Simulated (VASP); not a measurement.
Crystal: BiTe.

```
Bi Te
1.0
     0.00000    3.23500    3.23500
     3.23500    0.00000    3.23500
     3.23500    3.23500    0.00000
Bi Te
1 1
Cartesian
  0.0000 0.0000 0.0000
  3.2350 3.2350 3.2350
```

| Property | Result |
| --- | --- |
| Program | VASP 6.6.1 |
| Task | relaxation of cell and atoms |
| Functional | LDA |
| Potentials or basis | VASP PAW LDA potentials, release 64 (Bi_d, Te) |
| Cutoff | 600 eV |
| k mesh | 7 × 7 × 7 |
| Occupations | fermi-dirac, width 0.05 eV |
| Spin | no spin polarisation |

At the start: pressure -2.6 GPa; volume 33.86 Å³/atom.

Question: How do energy, volume and symmetry change on relaxing?

Answer: Over 3 steps the energy falls by 14.2 meV/atom and the volume is 32.17 Å³/atom (-5.0 %); space group Fm-3m (No. 225, to 0.1 Å) before and after.

The path:
```tsv
step	energy change (eV)	largest force (eV/Å)	pressure (GPa)	volume (Å³)
1	0.0000	0.0000	-2.58	67.71
2	-0.0188	0.0000	1.73	62.51
3	-0.0284	0.0000	-0.01	64.34
```

Final structure:
```
CELL_PARAMETERS angstrom
0.00000 3.18041 3.18041
3.18041 0.00000 3.18041
3.18041 3.18041 0.00000
ATOMIC_POSITIONS crystal
Bi 0.00000 0.00000 0.00000
Te 0.50000 0.50000 0.50000
```
